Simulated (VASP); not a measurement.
Write the native input for VASP 6.6.1 that does the following.

```
Task                               : single point
Functional                         : PBE-based screened hybrid with 20 % exact exchange
Potentials or basis                : VASP PAW PBE potentials, release 64 (Li_sv, Cl)
Cutoff                             : 520 eV
k mesh                             : 4 × 4 × 4
Occupations                        : gaussian, width 0.01 eV
Spin                               : no spin polarisation
Dipole correction                  : no
Grid for exact exchange (PRECFOCK) : Normal
Share of exact exchange            : 0.2
Further INCAR settings             : ALGO = Normal; EDIFF = 1e-07; NBANDS = 12
Screening parameter                : 0.3 1/Å
```

Crystal: LiCl.

```
Li Cl
1.0
     0.00000    2.73304    2.73304
     2.73304    0.00000    2.73304
     2.73304    2.73304    0.00000
Li Cl
1 1
Cartesian
  0.0000 0.0000 0.0000
  1.3665 1.3665 1.3665
```

One way to write it, as run:

POSCAR

```
LiCl
1.0
    0.0000000000      2.7330425439      2.7330425439
    2.7330425439      0.0000000000      2.7330425439
    2.7330425439      2.7330425439      0.0000000000
Li Cl
1 1
Direct
    0.0000000000      0.0000000000      0.0000000000
    0.2500000000      0.2500000000      0.2500000000
```

INCAR.step1

```
SYSTEM = LiCl
ALGO = Normal
EDIFF = 1E-5
ENCUT = 520
GGA = PE
ISIF = 2
ISMEAR = 0
LASPH = .True.
LREAL = .False.
LWAVE = .True.
NBANDS = 12
NELM = 60
PREC = Accurate
SIGMA = 0.01
```

INCAR.step2

```
SYSTEM = LiCl
AEXX = 0.2
ALGO = Normal
EDIFF = 1E-7
ENCUT = 520
GGA = PE
HFSCREEN = 0.3
ISIF = 2
ISMEAR = 0
ISTART = 1
LASPH = .True.
LCHARG = .True.
LELF = .True.
LHFCALC = .True.
LREAL = .False.
LVHAR = .True.
LWAVE = .False.
NBANDS = 12
NELM = 60
PREC = Accurate
PRECFOCK = Normal
SIGMA = 0.01
```

KPOINTS

```
k-points
0
Gamma
  4 4 4
  0 0 0
```

Potentials or basis: VASP PAW PBE potentials, release 64 (Li_sv, Cl).

Command:

```bash
$ cat potpaw_PBE.64/Li_sv/POTCAR potpaw_PBE.64/Cl/POTCAR > POTCAR
$ cp INCAR.step1 INCAR
$ mpirun -np 1 vasp_std > vasp.out
$ cp INCAR.step2 INCAR
$ mpirun -np 1 vasp_std > vasp.out
```

It gave:

```
Band gap on the k mesh : 6.92 eV
```

Caveat: the k points lie up to 0.50 Å⁻¹ apart; the structure was generated, so it needn't be the stable form of LiCl.

It took 62 s on 1 thread of Intel(R) Xeon(R) 6975P-C (Granite Rapids) (shared host), peak memory 0.26 GiB.
